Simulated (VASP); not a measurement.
Wanted: the native input for a VASP 6.6.1 run.

```yaml
Task: single point
Functional: PBE
Potentials_or_basis: VASP PAW PBE potentials, release 64 (Sc_sv, F)
Cutoff: 600 eV
k_mesh: 7 × 7 × 7
Occupations: gaussian, width 0.2 eV
Spin: no spin polarisation
Dipole_correction: no
Further_INCAR_settings: ALGO = Normal; EDIFF = 1e-06; NBANDS = 16
```

The structure of ScF lies in POSCAR:

```
ScF
1.0
    0.0000000000      2.4144202218      2.4144202218
    2.4144202218      0.0000000000      2.4144202218
    2.4144202218      2.4144202218      0.0000000000
Sc F
1 1
Direct
    0.0000000000      0.0000000000      0.0000000000
    0.5000000000      0.5000000000      0.5000000000
```

These files were run (other wordings do the same):

INCAR

```
SYSTEM = ScF
PREC     = Accurate       ! precision mode
ENCUT    = 600            ! plane-wave cutoff, eV
EDIFF    = 1E-6           ! SCF threshold, eV
ISMEAR   = 0              ! smearing method
SIGMA    = 0.2            ! smearing width, eV
LREAL    = .False.        ! projectors in reciprocal space
LASPH    = .True.         ! aspherical terms in the spheres
NELM     = 120            ! most SCF steps
ALGO     = Normal         ! electronic algorithm
ISIF     = 2              ! what is computed and relaxed
LWAVE    = .False.        ! write WAVECAR
LCHARG   = .False.        ! write CHGCAR
GGA      = PE             ! functional
NBANDS   = 16             ! bands
GGA_COMPAT= .False.
```

KPOINTS

```
Automatic mesh
0
Gamma
  7 7 7
  0 0 0
```

Potentials or basis: VASP PAW PBE potentials, release 64 (Sc_sv, F).

The run is started by

```bash
$ cat potpaw_PBE.64/Sc_sv/POTCAR potpaw_PBE.64/F/POTCAR > POTCAR
$ mpirun -np 1 vasp_std > vasp.out
```

Results of the run:

| Property | Result |
| --- | --- |
| Pressure | 0.5 GPa |
| Band gap on the k mesh | zero (bands 9 and 10 overlap by 0.59 eV) |

It took 16 s on 1 thread of Intel(R) Xeon(R) Platinum 8488C (Sapphire Rapids), with other jobs on the host, peak memory 0.16 GiB.
